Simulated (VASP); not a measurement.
Runs of VASP 6.6.1 on Ni. The structure is that of space group I4/mmm (No. 139), or close to it. The cells are those of the table. 

```csv
cell,gap on the mesh (eV),pressure (GPa),moment (μB)
"a = 2.411, b = 2.411, c = 2.674 Å, angles 56.3, 56.3, 67.4°, 1 atom",none,5.2,(b)
"a = 2.593, b = 2.304, c = 2.596 Å, angles 63.6, 52.7, 63.7°, 1 atom",none,(a),0.54
"a = 2.445, b = 2.445, c = 2.581 Å, angles 58.1, 58.1, 63.7°, 1 atom",none,1.5,(c)
"a = 2.557, b = 2.420, c = 2.492 Å, angles 62.7, 57.3, 60.0°, 1 atom",none,1.2,0.62
"a = 2.596, b = 2.596, c = 2.301 Å, angles 63.7, 63.7, 52.6°, 1 atom",none,7.9,0.54
```

Alike in all rows: task single point; level PBE; potentials or basis VASP PAW PBE potentials, release 64 (Ni); spin collinear, ferromagnetic start; k mesh 22 × 22 × 22; cutoff (eV) 520; smearing gaussian 0.15 eV.

Question: Estimate the missing entries.

Answer: (a) 7.6; (b) 0.56; (c) 0.61.

A gap of «none» marks levels without a gap at the run's occupations.
